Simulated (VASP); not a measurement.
A run of VASP 6.6.1:

File INCAR:

```
  PREC = Accurate
  ENCUT = 500
  EDIFF = 1E-6
  ISMEAR = -1
  SIGMA = 0.05
  LREAL = False
  LASPH = True
  NELM = 120
  ALGO = Normal
  ISIF = 2
  LWAVE = False
  LCHARG = False
  GGA = RP
  NBANDS = 12
  GGA_COMPAT = False
```

The input KPOINTS:

```
regular mesh
0
Gamma
  10 10 10
```

The input POSCAR:

```
Zr
1.0
   -1.8219871043      1.8219871043      1.8219871043
    1.8219871043     -1.8219871043      1.8219871043
    1.8219871043      1.8219871043     -1.8219871043
Zr
1
Direct
    0.0000000000      0.0000000000      0.0000000000
```

Potentials or basis: VASP PAW PBE potentials, release 64 (Zr_sv).

The run is started by

```bash
$ cat potpaw_PBE.64/Zr_sv/POTCAR > POTCAR
$ mpirun -np 1 vasp_std > vasp.out
```

Hardware: 1 thread of Intel Xeon 8259CL, with other jobs on the host.

How long does it take, and how much memory?

Run time: 14 s on 1 thread of Intel Xeon 8259CL (shared host), peak memory 0.14 GiB. Counts: scf iterations 12, k points 47.
